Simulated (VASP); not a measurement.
W, 1 atom in the cell. The structure is trigonal, space group R-3m (No. 166). Conventional cell: a = 2.842 Å, b = 2.842 Å, c = 7.173 Å, α = 90.00°, β = 90.00°, γ = 120.00°. Within 3.7 Å of W (site symmetry -3m) lie 12 W at 2.84 to 2.90 Å.  This cell differs from its parent crystal: equal xy, yz and zx shear strains of +2 %.

| Property | Result |
| --- | --- |
| Program | VASP 6.6.1 |
| Task | single point |
| Functional | PBEsol |
| Potentials or basis | VASP PAW PBE potentials, release 64 (W_sv) |
| Cutoff | 520 eV |
| k mesh | 14 × 14 × 14 |
| Occupations | fermi-dirac, width 0.05 eV |
| Spin | no spin polarisation |
| Dipole correction | no |
| Further INCAR settings | ALGO = Normal; EDIFF = 1e-06; NBANDS = 13 |

Potentials or basis: VASP PAW PBE potentials, release 64 (W_sv).

The run is started by

```console
$ cat potpaw_PBE.64/W_sv/POTCAR > POTCAR
$ mpirun -np 1 vasp_std > vasp.out
```

Hardware: 1 thread of Intel Xeon 8259CL, on a shared host.

Q: How long does it take, and how much memory?

A: It took 61 s on 1 thread of Intel Xeon 8259CL, on a shared host, peak memory 0.19 GiB. Counts: scf iterations 11, k points 288.
